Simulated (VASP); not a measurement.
# La in VASP: single point with PBEsol

Aim: the single point of La with PBEsol.

Everything below comes from runs of VASP 6.6.1. Logs are shortened: lines on timing, memory, paths and dates and some standing lists are left out, and cuts for length are marked.

## Step 1: The cell of the first run

The typed cell holds 2 atoms: a = 4.394 Å, b = 4.394 Å, c = 7.187 Å, α = 90.00°, β = 90.00°, γ = 120.00°.

## Step 2: Single point, PBEsol

Contents of INCAR:

```
PREC     = Accurate       # precision mode
ENCUT    = 520            # plane-wave cutoff, eV
EDIFF    = 1E-7           # SCF threshold, eV
ISMEAR   = -1             # smearing method
SIGMA    = 0.1            # smearing width, eV
LREAL    = False          # projectors in reciprocal space
LASPH    = True           # aspherical terms in the spheres
NELM     = 60             # most SCF steps
ALGO     = Normal         # electronic algorithm
ISIF     = 2              # what is computed and relaxed
LWAVE    = False          # write WAVECAR
LCHARG   = False          # write CHGCAR
GGA      = PS             # functional
NBANDS   = 18             # bands
```

Contents of KPOINTS:

```
Automatic mesh
0
Gamma
  9 9 5
```

Contents of POSCAR:

```
La
1.0
    4.3938490000      0.0000000000      0.0000000000
   -2.1969240000      3.8051850000      0.0000000000
    0.0000000000      0.0000000000      7.1871540000
La
2
Direct
    0.3333000000      0.6667000000      0.2500000000
    0.6666000000      0.3333000000      0.7500000000
```

Potentials or basis: VASP PAW PBE potentials, release 64 (La).

Started as:

```bash
cat potpaw_PBE.64/La/POTCAR > POTCAR
mpirun -np 1 vasp_std > vasp.out
```

OUTCAR:

```text
PREC = Accurate
   ENCUT = 520
   EDIFF = 1E-7
   ISMEAR = -1
   LREAL = False
   LASPH = True
   NELM = 60
   ISIF = 2
   GGA = PS

 ion  position               nearest neighbor table
   1  0.333  0.667  0.250-
   2  0.667  0.333  0.750-

  LATTYP: Found a hexagonal cell.
 ALAT       =     4.3938490000
 C/A-ratio  =     1.6357307682

  Lattice vectors:

 A1 = (   4.3938490000,   0.0000000000,   0.0000000000)
 A2 = (  -2.1969240000,   3.8051850000,   0.0000000000)
 A3 = (   0.0000000000,   0.0000000000,   7.1871540000)

Analysis of symmetry for initial positions (statically):
=====================================================================
 Subroutine PRICEL returns:
 Original cell was already a primitive cell.

 Routine SETGRP: Setting up the symmetry group for a
 hexagonal supercell.

 Subroutine GETGRP returns: Found  8 space group operations
 (whereof  2 operations were pure point group operations)
 out of a pool of 24 trial point group operations.

The static configuration has the point symmetry C_2 .
 The point group associated with its full space group is D_2h.

Analysis of symmetry for dynamics (positions and initial velocities):
=====================================================================
 Subroutine PRICEL returns:
 Original cell was already a primitive cell.

 Routine SETGRP: Setting up the symmetry group for a
 hexagonal supercell.

 Subroutine GETGRP returns: Found  8 space group operations
 (whereof  2 operations were pure point group operations)
 out of a pool of 24 trial point group operations.

The dynamic configuration has the point symmetry C_2 .
 The point group associated with its full space group is D_2h.

 Subroutine INISYM returns: Found  8 space group operations
 (whereof  2 operations are pure point group operations),
 and found     1 'primitive' translations

----------------------------------------------------------------------------------------

                                     Primitive cell

  volume of cell :     120.1650

  direct lattice vectors                    reciprocal lattice vectors
[... 79 lines left out ...]
   ISTART =      0    job   : 0-new  1-cont  2-samecut
   ICHARG =      2    charge: 1-file 2-atom 10-const
   ISPIN  =      1    spin polarized calculation?
   LNONCOLLINEAR =      F non collinear calculations
   LSORBIT =      F    spin-orbit coupling
   LASPH  =      T    aspherical Exc in radial PAW
   ENCUT  =  520.0 eV  38.22 Ry    6.18 a.u.   8.17  8.17 13.36*2*pi/ulx,y,z
   NELM   =     60;   NELMIN=  2; NELMDL= -5     # of ELM steps
   EDIFF  = 0.1E-06   stopping-criterion for ELM
   LREAL  =      F    real-space projection
   EDIFFG = 0.1E-05   stopping-criterion for IOM
   NSW    =      0    number of steps for IOM
   IBRION =     -1    ionic relax: 0-MD 1-quasi-New 2-CG
   NFREE  =      0    steps in history (QN), initial steepest desc. (CG)
   ISIF   =      2    stress and relaxation
   ISYM   =      2    0-nonsym 1-usesym 2-fastsym
   POTIM  = 0.5000    time-step for ionic-motion
   TEBEG  =    0.0;   TEEND  =   0.0 temperature during run
   PSTRESS=    0.0 pullay stress
   NELECT =      22.0000    total number of electrons
   NUPDOWN=      -1.0000    fix difference up-down
   EMIN   =  10.00;   EMAX   =-10.00  energy-range for DOS
   EFERMI =   0.00;   METHOD = LEGACY
   ISMEAR =    -1;   SIGMA  =   0.10  broadening in eV -4-tet -1-fermi 0-gaus
   EFERMI_NEDOS =   21; number of points for ismear=-14 and -15
   IALGO  =     38    algorithm
   IMIX   =      4    mixing-type and parameters
     AMIX     =   0.40;   BMIX     =  1.00
     AMIX_MAG =   1.60;   BMIX_MAG =  1.00
  volume/ion in A,a.u.               =      60.08       405.46
  Fermi-wavevector in a.u.,A,eV,Ry     =   0.929586  1.756664 11.757215  0.864131
  Thomas-Fermi vector in A             =   2.055885
   LORBIT       =      0    0 simple, 1 ext, 2 COOP (PROOUT), +10 PAW based schemes
   GGA     = PS    functional components
   LHFCALC =     F    Hartree Fock is set to
   AEXX    =    0.0000 exact exchange contribution
   IVDW    =     0    specifies the selected vdW correction
   LEPSILON=     F    determine dielectric tensor
   LRPA    =     F    only Hartree local field effects (RPA)
 non-spin polarized calculation
  energy-cutoff  :      520.00
  volume of cell :      120.16
 maximum number of plane-waves:      3255
 NGX is ok and might be reduce to    36
   NGX = 17   NGY = 17   NGZ = 27

 number of electron      22.0000001 magnetization

 Free energy of the ion-electron system (eV)
  ---------------------------------------------------
  ext. energy  EPLUGINS =         0.00000000
  ---------------------------------------------------
  free energy    TOTEN  =        -9.12399673 eV

  energy without entropy =       -8.92084970  energy(sigma->0) =       -9.02242321

 E-fermi :   3.9804     XC(G=0):  -7.8959

 val. band max:        3.9736435154   @ k =   0.0000   0.2222   0.4000
 cond. band min:       3.9841347222   @ k =   0.2222   0.2222   0.4000
 fundamental gap:      0.0104912068
 Fermi energy:         3.9804181912

 k-point     1 :       0.0000    0.0000    0.0000
  band No.  band energies     occupation
      1     -29.7925      2.00000
      2     -29.7690      2.00000
      3     -13.4842      2.00000
      4     -13.2338      2.00000
      5     -13.2338      2.00000
      6     -13.1941      2.00000
[... 481 lines left out ...]
      5     -13.3424      2.00000
      6     -13.3408      2.00000
[... 10 lines left out ...]
     17       4.8324      0.00040
     18       4.8599      0.00030

 [... further k-points ...]

------------------------ aborting loop because EDIFF is reached ----------------------------------------

  FORCE on cell =-STRESS in cart. coord.  units (eV):
  Direction    XX          YY          ZZ          XY          YZ          ZX
  --------------------------------------------------------------------------------------
  -------------------------------------------------------------------------------------
  Total       -5.0285193     -5.0283708     -5.4837985     -0.0000007      0.0000000      0.0000000
  in kB      -67.0459968    -67.0440165    -73.1163024     -0.0000088      0.0000000      0.0000000
  external PRESSURE =     -69.0687719 kB  Pullay stress =       0.0000000 kB

 VOLUME and BASIS-vectors are now :
 -----------------------------------------------------------------------------
  energy-cutoff  :      520.00
  volume of cell :      120.16
      direct lattice vectors                 reciprocal lattice vectors
     4.393849000  0.000000000  0.000000000     0.227590889  0.131399626  0.000000000
    -2.196924000  3.805185000  0.000000000     0.000000000  0.262799312  0.000000000
     0.000000000  0.000000000  7.187154000     0.000000000  0.000000000  0.139137133

 POSITION                                       TOTAL-FORCE (eV/Angst)
 -----------------------------------------------------------------------------------
     -0.00022      2.53692      1.79679        -0.000000     -0.000107      0.000000
      2.19670      1.26827      5.39037         0.000000      0.000107      0.000000
 -----------------------------------------------------------------------------------
    total drift:                               -0.000000      0.000000      0.000000

  FREE ENERGIE OF THE ION-ELECTRON SYSTEM (eV)
  ---------------------------------------------------
  free  energy   TOTEN  =        -9.1239967293 eV

  energy  without entropy=       -8.9208496959  energy(sigma->0) =       -9.02242321
```

stdout:

```text
POSCAR found type information on POSCAR La
 POSCAR found :  1 types and       2 ions
 scaLAPACK will be used
 -----------------------------------------------------------------------------
|                                                                             |
|                                                                             |
|     You enforced a specific xc type in the INCAR file but a different       |
|     I HOPE YOU KNOW WHAT YOU ARE DOING!                                     |
|                                                                             |
 -----------------------------------------------------------------------------

 LDA part: xc-table for (Slater+PW92), standard interpolation
 POSCAR, INCAR and KPOINTS ok, starting setup
 FFT: planning ... GRIDC
 FFT: planning ... GRID_SOFT
 FFT: planning ... GRID
 WAVECAR not read
 entering main loop
```

Wall time 6.8 min (1 thread of Intel Xeon Platinum 8259CL at 2.50GHz (Skylake/Cascade Lake), shared host); peak memory 0.35 GiB.

What came out:

| Property | Result |
| --- | --- |
| Free energy | -9.1240 eV |
| Pressure | -6.9 GPa |
| Band gap on the k mesh | zero (bands 11 and 12 overlap by 0.78 eV) |

Stress tensor (GPa, compression positive):
```
-6.70  0.00  0.00
 0.00 -6.70  0.00
 0.00  0.00 -7.31
```

Levels at points of the mesh, in eV from the Fermi level:
```
           k point  band 9  band 10  band 11  band 12  band 13  band 14
(0.00, 0.00, 0.00)   -3.00    -1.28     0.64     0.69     0.79     0.81
```

Caveat: the cell stands under tension; the PAW data sets were made with another functional, which shifts forces and pressure a little; spin-orbit coupling is left out, which moves the levels of the heavy elements.
